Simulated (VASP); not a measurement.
# Sn (I4/mmm) in VASP: single point with r2SCAN

Aim: the single point of Sn with r2SCAN.

Everything below comes from runs of VASP 6.6.1. Logs are shortened: lines on timing, memory, paths and dates and some standing lists are left out, and cuts for length are marked.

## 1. The cell of the first run

The typed cell holds 1 atom: a = 3.376 Å, b = 3.376 Å, c = 3.376 Å, α = 120.00°, β = 120.00°, γ = 90.01°.

This isn't the form of Sn at room conditions, which is tetragonal (white tin).

## 2. Single point, r2SCAN

POSCAR reads:

```
Sn
1.0
   -1.6880278518      1.6880278518      2.3868713825
    1.6880278518     -1.6880278518      2.3868713825
    1.6880278518      1.6880278518     -2.3868713825
Sn
1
Direct
    0.0000000000      0.0000000000      0.0000000000
```

INCAR.step1 reads:

```
SYSTEM = Sn
PREC     = Accurate       ! precision mode
ENCUT    = 520            ! plane-wave cutoff, eV
ISMEAR   = 0              ! smearing method
SIGMA    = 0.15           ! smearing width, eV
LREAL    = .FALSE.        ! projectors in reciprocal space
LASPH    = .TRUE.         ! aspherical terms in the spheres
NELM     = 80             ! most SCF steps
NBANDS   = 13             ! bands
GGA      = PE             ! functional
ALGO     = Normal         ! electronic algorithm
EDIFF    = 1E-4           ! SCF threshold, eV
LWAVE    = .TRUE.         ! write WAVECAR
LCHARG   = .FALSE.        ! write CHGCAR
```

INCAR.step2 reads:

```
SYSTEM = Sn
PREC     = Accurate       ! precision mode
ENCUT    = 520            ! plane-wave cutoff, eV
EDIFF    = 1E-6           ! SCF threshold, eV
ISMEAR   = 0              ! smearing method
SIGMA    = 0.15           ! smearing width, eV
LREAL    = .FALSE.        ! projectors in reciprocal space
LASPH    = .TRUE.         ! aspherical terms in the spheres
NELM     = 80             ! most SCF steps
ALGO     = Normal         ! electronic algorithm
ISIF     = 2              ! what is computed and relaxed
LWAVE    = .FALSE.        ! write WAVECAR
LCHARG   = .TRUE.         ! write CHGCAR
METAGGA  = R2SCAN         ! meta-GGA
LMIXTAU  = .TRUE.       
LELF     = .TRUE.         ! ELF
LVHAR    = .TRUE.       
NBANDS   = 13             ! bands
ISTART   = 1
```

KPOINTS reads:

```
Automatic mesh
0
G
  20 20 20
  0 0 0
```

Potentials or basis: VASP PAW PBE potentials, release 64 (Sn_d).

Run with:

```console
> cat potpaw_PBE.64/Sn_d/POTCAR > POTCAR
> cp INCAR.step1 INCAR
> mpirun -np 1 vasp_std > vasp.out
> cp INCAR.step2 INCAR
> mpirun -np 1 vasp_std > vasp.out
```

OUTCAR:

```text
SYSTEM = Sn
   PREC = Accurate
   ENCUT = 520
   EDIFF = 1E-6
   ISMEAR = 0
   LREAL = .FALSE.
   LASPH = .TRUE.
   NELM = 80
   ISIF = 2
   METAGGA = R2SCAN
   ISTART = 1

 ion  position               nearest neighbor table
   1  0.000  0.000  0.000-

  LATTYP: Found a body centered tetragonal cell.
 ALAT       =     3.3760557036
 C/A-ratio  =     1.4140000000

  Lattice vectors:

 A1 = (  -1.6880278518,   1.6880278518,   2.3868713825)
 A2 = (   1.6880278518,  -1.6880278518,   2.3868713825)
 A3 = (   1.6880278518,   1.6880278518,  -2.3868713825)

Analysis of symmetry for initial positions (statically):
=====================================================================
 Subroutine PRICEL returns:
 Original cell was already a primitive cell.

 Routine SETGRP: Setting up the symmetry group for a
 body centered tetragonal supercell.

 Subroutine GETGRP returns: Found 16 space group operations
 (whereof 16 operations were pure point group operations)
 out of a pool of 16 trial point group operations.

The static configuration has the point symmetry D_4h.

Analysis of symmetry for dynamics (positions and initial velocities):
=====================================================================
 Subroutine PRICEL returns:
 Original cell was already a primitive cell.

 Routine SETGRP: Setting up the symmetry group for a
 body centered tetragonal supercell.

 Subroutine GETGRP returns: Found 16 space group operations
 (whereof 16 operations were pure point group operations)
 out of a pool of 16 trial point group operations.

The dynamic configuration has the point symmetry D_4h.

 Subroutine INISYM returns: Found 16 space group operations
 (whereof 16 operations are pure point group operations),
 and found     1 'primitive' translations

----------------------------------------------------------------------------------------

                                     Primitive cell

  volume of cell :      27.2050

  direct lattice vectors                    reciprocal lattice vectors
    -1.688027852  1.688027852  2.386871382     0.000000000  0.296203643  0.209479239
     1.688027852 -1.688027852  2.386871382     0.296203643  0.000000000  0.209479239
     1.688027852  1.688027852 -2.386871382     0.296203643  0.296203643  0.000000000

  length of vectors
     3.375800802  3.375800802  3.375800802     0.362792158  0.362792158  0.418895210

  position of ions in fractional coordinates (direct lattice)
     0.000000000  0.000000000  0.000000000

  ion indices of the primitive-cell ions
   primitive index   ion index
                 1           1

----------------------------------------------------------------------------------------

 KPOINTS: Automatic mesh

Automatic generation of k-mesh.
 Grid dimensions read from file:
 generate k-points for:   20   20   20

 Generating k-lattice:

  Cartesian coordinates                     Fractional coordinates (reciprocal lattice)
     0.000000000  0.014810182  0.010473962     0.050000000  0.000000000  0.000000000
     0.014810182  0.000000000  0.010473962     0.000000000  0.050000000  0.000000000
     0.014810182  0.014810182  0.000000000     0.000000000  0.000000000  0.050000000

  Length of vectors
     0.018139608  0.018139608  0.020944760

  Shift w.r.t. Gamma in fractional coordinates (k-lattice)
     0.000000000  0.000000000  0.000000000

 Subroutine IBZKPT returns following result:
 ===========================================

 Found    641 irreducible k-points:

 Following reciprocal coordinates:
            Coordinates               Weight
  0.000000  0.000000  0.000000      1.000000
  0.050000 -0.000000  0.000000      8.000000
  0.100000 -0.000000  0.000000      8.000000
  0.150000  0.000000  0.000000      8.000000
  0.200000 -0.000000  0.000000      8.000000
  0.250000 -0.000000  0.000000      8.000000
[... 16 lines left out ...]
 -0.400000  0.050000  0.000000     16.000000
 -0.350000  0.050000 -0.000000     16.000000
 [... further k-points ...]
   k-points           NKPTS =    641   k-points in BZ     NKDIM =    641   number of bands    NBANDS=     13
   number of dos      NEDOS =    301   number of ions     NIONS =      1
   total plane-waves  NPLWV =  21952
   dimension x,y,z NGX =    28 NGY =   28 NGZ =   28
   dimension x,y,z NGXF=    56 NGYF=   56 NGZF=   56
   ions per type =               1
   NGX,Y,Z   is equivalent  to a cutoff of  13.79, 13.79, 13.79 a.u.
   NGXF,Y,Z  is equivalent  to a cutoff of  27.58, 27.58, 27.58 a.u.
 SYSTEM =  Sn
   PREC   = accura    normal or accurate (medium, high low for compatibility)
   ISTART =      1    job   : 0-new  1-cont  2-samecut
   ICHARG =      0    charge: 1-file 2-atom 10-const
   ISPIN  =      1    spin polarized calculation?
   LNONCOLLINEAR =      F non collinear calculations
   LSORBIT =      F    spin-orbit coupling
   LASPH  =      T    aspherical Exc in radial PAW
   ENCUT  =  520.0 eV  38.22 Ry    6.18 a.u.   6.28  6.28  6.28*2*pi/ulx,y,z
   NELM   =     80;   NELMIN=  2; NELMDL=  0     # of ELM steps
   EDIFF  = 0.1E-05   stopping-criterion for ELM
   LREAL  =      F    real-space projection
   EDIFFG = 0.1E-04   stopping-criterion for IOM
   NSW    =      0    number of steps for IOM
   IBRION =     -1    ionic relax: 0-MD 1-quasi-New 2-CG
   NFREE  =      0    steps in history (QN), initial steepest desc. (CG)
   ISIF   =      2    stress and relaxation
   ISYM   =      2    0-nonsym 1-usesym 2-fastsym
   POTIM  = 0.5000    time-step for ionic-motion
   TEBEG  =    0.0;   TEEND  =   0.0 temperature during run
   PSTRESS=    0.0 pullay stress
   NELECT =      14.0000    total number of electrons
   NUPDOWN=      -1.0000    fix difference up-down
   EMIN   =  10.00;   EMAX   =-10.00  energy-range for DOS
   EFERMI =   0.00;   METHOD = LEGACY
   ISMEAR =     0;   SIGMA  =   0.15  broadening in eV -4-tet -1-fermi 0-gaus
   EFERMI_NEDOS =   21; number of points for ismear=-14 and -15
   IALGO  =     38    algorithm
   IMIX   =      4    mixing-type and parameters
     AMIX     =   0.40;   BMIX     =  1.00
     AMIX_MAG =   1.60;   BMIX_MAG =  1.00
  volume/ion in A,a.u.               =      27.20       183.59
  Fermi-wavevector in a.u.,A,eV,Ry     =   1.311902  2.479136 23.416813  1.721087
  Thomas-Fermi vector in A             =   2.442332
   LORBIT       =      0    0 simple, 1 ext, 2 COOP (PROOUT), +10 PAW based schemes
   METAGGA = R2SCAN    functional components
   LHFCALC =     F    Hartree Fock is set to
   AEXX    =    0.0000 exact exchange contribution
   IVDW    =     0    specifies the selected vdW correction
   LEPSILON=     F    determine dielectric tensor
   LRPA    =     F    only Hartree local field effects (RPA)
 non-spin polarized calculation
 Gauss-broadening in eV      SIGMA  =   0.15
  energy-cutoff  :      520.00
  volume of cell :       27.20
 maximum number of plane-waves:       754
 NGX is ok and might be reduce to    28
   NGX = 13   NGY = 13   NGZ = 13

 number of electron      14.0000004 magnetization

 Free energy of the ion-electron system (eV)
  ---------------------------------------------------
  ext. energy  EPLUGINS =         0.00000000
  ---------------------------------------------------
  free energy    TOTEN  =       -24.50474164 eV

  energy without entropy =      -24.49833004  energy(sigma->0) =      -24.50153584

 E-fermi :   8.1132     XC(G=0): -11.2711

 val. band max:        8.0921608756   @ k =  -0.4000   0.5000   0.0500
 cond. band min:       8.1136971425   @ k =   0.3000   0.3000   0.2000
 fundamental gap:      0.0215362669
 Fermi energy:         8.1131698483

 k-point     1 :       0.0000    0.0000    0.0000
  band No.  band energies     occupation
      1     -14.1915      2.00000
      2     -14.1915      2.00000
      3     -14.1914      2.00000
      4     -14.1083      2.00000
      5     -14.1082      2.00000
      6      -3.6409      2.00000
      7      16.2569      0.00000
      8      16.2573      0.00000
      9      16.2573      0.00000
     10      19.3414      0.00000
     11      20.4530      0.00000
     12      20.4530      0.00000
     13      20.4539      0.00000

 k-point     2 :       0.0500   -0.0000    0.0000
  band No.  band energies     occupation
      1     -14.1913      2.00000
      2     -14.1892      2.00000
      3     -14.1891      2.00000
      4     -14.1084      2.00000
      5     -14.1083      2.00000
      6      -3.5864      2.00000
      7      15.6111      0.00000
      8      16.1622      0.00000
      9      16.1623      0.00000
     10      18.9307      0.00000
     11      20.6128      0.00000
     12      20.6133      0.00000
     13      21.3944      0.00000

 k-point     3 :       0.1000   -0.0000    0.0000
  band No.  band energies     occupation
      1     -14.1909      2.00000
      2     -14.1830      2.00000
      3     -14.1829      2.00000
      4     -14.1082      2.00000
      5     -14.1081      2.00000
      6      -3.4226      2.00000
      7      14.1631      0.00000
      8      15.9177      0.00000
      9      15.9180      0.00000
     10      18.6308      0.00000
     11      21.0347      0.00000
     12      21.0351      0.00000
     13      22.6083      0.00000

 k-point     4 :       0.1500    0.0000    0.0000
  band No.  band energies     occupation
      1     -14.1906      2.00000
      2     -14.1755      2.00000
      3     -14.1754      2.00000
      4     -14.1058      2.00000
      5     -14.1057      2.00000
      6      -3.1494      2.00000
      7      12.4871      0.00000
      8      15.6001      0.00000
      9      15.6008      0.00000
     10      18.4614      0.00000
     11      21.5103      0.00000
     12      21.5114      0.00000
     13      22.8142      0.00000

 k-point     5 :       0.2000   -0.0000    0.0000
  band No.  band energies     occupation
      1     -14.1904      2.00000
      2     -14.1703      2.00000
      3     -14.1703      2.00000
      4     -14.0983      2.00000
      5     -14.0982      2.00000
      6      -2.7667      2.00000
      7      10.7928      0.00000
      8      15.2693      0.00000
      9      15.2705      0.00000
     10      18.3515      0.00000
     11      21.4068      0.00000
     12      21.4101      0.00000
     13      22.1140      0.00000
[... 257 lines left out ...]
 k-point    22 :      -0.4500    0.0500   -0.0000
  band No.  band energies     occupation
      1     -14.1922      2.00000
      2     -14.1825      2.00000
      3     -14.1784      2.00000
      4     -14.0364      2.00000
      5     -14.0261      2.00000
      6       0.3716      2.00000
      7       4.0866      2.00000
      8      13.9106      0.00000
      9      13.9349      0.00000
     10      17.9332      0.00000
     11      19.4660      0.00000
     12      19.7777      0.00000
     13      20.4018      0.00000

 k-point    23 :      -0.4000    0.0500    0.0000
  band No.  band energies     occupation
      1     -14.1924      2.00000
      2     -14.1792      2.00000
      3     -14.1749      2.00000
      4     -14.0495      2.00000
      5     -14.0347      2.00000
      6      -0.4216      2.00000
      7       5.2810      2.00000
      8      13.9078      0.00000
      9      14.1890      0.00000
     10      17.9910      0.00000
     11      19.5071      0.00000
     12      20.1364      0.00000
     13      20.6839      0.00000

 k-point    24 :      -0.3500    0.0500   -0.0000
  band No.  band energies     occupation
      1     -14.1925      2.00000
      2     -14.1747      2.00000
      3     -14.1706      2.00000
      4     -14.0662      2.00000
      5     -14.0482      2.00000
      6      -1.1745      2.00000
      7       6.6501      2.00000
      8      13.9876      0.00000
      9      14.4863      0.00000
     10      18.1308      0.00000
     11      19.5821      0.00000
     12      20.6045      0.00000
     13      21.1256      0.00000

 [... further k-points ...]

------------------------ aborting loop because EDIFF is reached ----------------------------------------

  FORCE on cell =-STRESS in cart. coord.  units (eV):
  Direction    XX          YY          ZZ          XY          YZ          ZX
  --------------------------------------------------------------------------------------
  -------------------------------------------------------------------------------------
  Total        0.0353095      0.0353095      0.0351105      0.0000000      0.0000000      0.0000000
  in kB        2.0794749      2.0794749      2.0677545      0.0000000      0.0000000      0.0000000
  external PRESSURE =       2.0755681 kB  Pullay stress =       0.0000000 kB

 VOLUME and BASIS-vectors are now :
 -----------------------------------------------------------------------------
  energy-cutoff  :      520.00
  volume of cell :       27.20
      direct lattice vectors                 reciprocal lattice vectors
    -1.688027852  1.688027852  2.386871382     0.000000000  0.296203643  0.209479239
     1.688027852 -1.688027852  2.386871382     0.296203643  0.000000000  0.209479239
     1.688027852  1.688027852 -2.386871382     0.296203643  0.296203643  0.000000000

 POSITION                                       TOTAL-FORCE (eV/Angst)
 -----------------------------------------------------------------------------------
      0.00000      0.00000      0.00000         0.000000     -0.000000      0.000000
 -----------------------------------------------------------------------------------
    total drift:                               -0.000000      0.000000      0.000000

  FREE ENERGIE OF THE ION-ELECTRON SYSTEM (eV)
  ---------------------------------------------------
  free  energy   TOTEN  =       -24.5047416444 eV

  energy  without entropy=      -24.4983300412  energy(sigma->0) =      -24.50153584
```

Run time: 27 min. Hardware: 1 thread of AMD EPYC 7R13, shared host; peak memory 0.31 GiB.

What came out:

```
Free energy            : -24.5047 eV
Pressure               : 0.2 GPa
Band gap on the k mesh : zero (bands 7 and 8 overlap by 10.22 eV)
```

Caveat: the PAW data sets were made with another functional, which shifts forces and pressure a little; spin-orbit coupling is left out, which moves the levels of the heavy elements.
